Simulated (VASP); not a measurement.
Write the native input for VASP 6.6.1 that does the following.

```
Task                   : single point
Functional             : PBE
Potentials or basis    : VASP PAW PBE potentials, release 64 (Al, N)
Cutoff                 : 520 eV
k mesh                 : 12 × 12 × 6
Occupations            : gaussian, width 0.05 eV
Spin                   : no spin polarisation
Dipole correction      : no
Further INCAR settings : ALGO = Normal; EDIFF = 1e-07; NBANDS = 16
```

The structure of AlN lies in POSCAR:

```
AlN
1.0
    3.1130000000      0.0000000000      0.0000000000
   -1.5565000000      2.6959370820      0.0000000000
    0.0000000000      0.0000000000      4.9810000000
Al N
2 2
Direct
    0.3333333333      0.6666666667      0.0000000000
    0.6666666667      0.3333333333      0.5000000000
    0.3333333333      0.6666666667      0.3800000000
    0.6666666667      0.3333333333      0.8800000000
```

These files were run (other wordings do the same):

INCAR

```
ALGO = Normal
EDIFF = 1E-7
ENCUT = 520
GGA = PE
ISIF = 2
ISMEAR = 0
LASPH = T
LCHARG = F
LREAL = F
LWAVE = F
NBANDS = 16
NELM = 100
PREC = Accurate
SIGMA = 0.05
```

KPOINTS

```
k-points
0
Gamma
  12 12 6
```

Potentials or basis: VASP PAW PBE potentials, release 64 (Al, N).

The run is started by

```bash
$ cat potpaw_PBE.64/Al/POTCAR potpaw_PBE.64/N/POTCAR > POTCAR
$ mpirun -np 1 vasp_std > vasp.out
```

It gave:

The pressure is 3.5 GPa. The largest force is 0.129 eV/Å and the band gap on the k mesh is 4.22 eV, direct.

Run time: 17 s on 1 thread of Intel(R) Xeon(R) 6975P-C (Granite Rapids), on a shared host, peak memory 0.18 GiB.
